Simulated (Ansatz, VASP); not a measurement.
# Two plane-wave programs on Sc3F

```xyz
4
Lattice="4.4572 0.0000 0.0000 0.0000 4.4572 0.0000 0.0000 0.0000 4.4572" Properties=species:S:1:pos:R:3 pbc="T T T"
Sc    0.0000    2.2286    2.2286
Sc    2.2286    0.0000    2.2286
Sc    2.2286    2.2286    0.0000
F     0.0000    0.0000    0.0000
```

Alike in both runs: functional r2SCAN; k mesh 10 × 10 × 10; occupations gaussian, width 0.1 eV; no spin polarisation.

Ansatz relaxed the structure, and its values are those at the end. VASP's run is a single point on that final structure, the one shown.

|  | VASP | Ansatz |
| --- | --- | --- |
| version | VASP 6.6.1 | Ansatz 0.2.0 |
| potentials or method | VASP PAW PBE potentials, release 64 (Sc_sv, F), cutoff 520 eV | scalar-relativistic, plane waves, PAW |
| valence electrons in the cell | 40 | 40 |

```csv
,VASP,Ansatz,Ansatz less VASP
gap on the k mesh at the Fermi level (eV),none,none,-
pressure (GPa),0.0,0.0,-0.04
```

VASP's potentials were made for PBE, not for r2SCAN. A gap of «none» marks a metal or a gap that the smearing closes.
